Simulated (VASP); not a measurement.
Runs of VASP 6.6.1 on Al2Cu. The structure is that of space group Fm-3m (No. 225), or close to it. The cells are those of the table. 

```csv
task,cell,k mesh,cutoff (eV),smearing,gap on the mesh (eV),pressure (GPa)
single point,"a = 4.046 Å, angles 119.8, 119.8, 90.4°, 3 atoms",6 × 6 × 6,520,gaussian 0.1 eV,none,-0.1
relaxation of cell and atoms,"relaxed to -1 GPa from a = 4.062 Å, angles 120.0, 120.0, 90.0°, 3 atoms",14 × 14 × 14,600,gaussian 0.1 eV,none,-0.9
single point,"a = 4.049 Å, angles 120.0, 120.0, 90.0°, 3 atoms",14 × 14 × 14,520,gaussian 0.1 eV,none,0.2
single point,"a = 4.023 Å, angles 120.0, 120.0, 90.0°, 3 atoms",14 × 14 × 14,520,fermi-dirac 0.15 eV,none,(a)
single point,"a = 4.049 Å, angles 120.0, 120.0, 90.0°, 3 atoms",16 × 16 × 16,520,gaussian 0.15 eV,none,0.2
relaxation of cell and atoms,"relaxed from a = 4.049 Å, angles 120.0, 120.0, 90.0°, 3 atoms",14 × 14 × 14,600,fermi-dirac 0.15 eV,none,0.0
single point,"a = 3.774 Å, angles 120.0, 120.0, 90.0°, 3 atoms",16 × 16 × 16,520,fermi-dirac 0.15 eV,none,35.1
single point,"a = 4.050 Å, angles 120.0, 120.0, 90.0°, 3 atoms",14 × 14 × 14,520,fermi-dirac 0.15 eV,none,0.2
```

Alike in all rows: level PBEsol; potentials or basis VASP PAW PBE potentials, release 64 (Al, Cu); no spin polarisation.

Q: Estimate the missing entries.

A: (a) 2.3.

Caveats: some runs use coarse meshes; the PAW data sets were made with another functional, which shifts forces and pressure a little; the relaxation stopped at its first step, so nothing moved (some runs); the cell is relaxed towards a set pressure, so the enthalpy falls and the energy may rise (some runs).

A gap of «none» marks levels without a gap at the run's occupations.
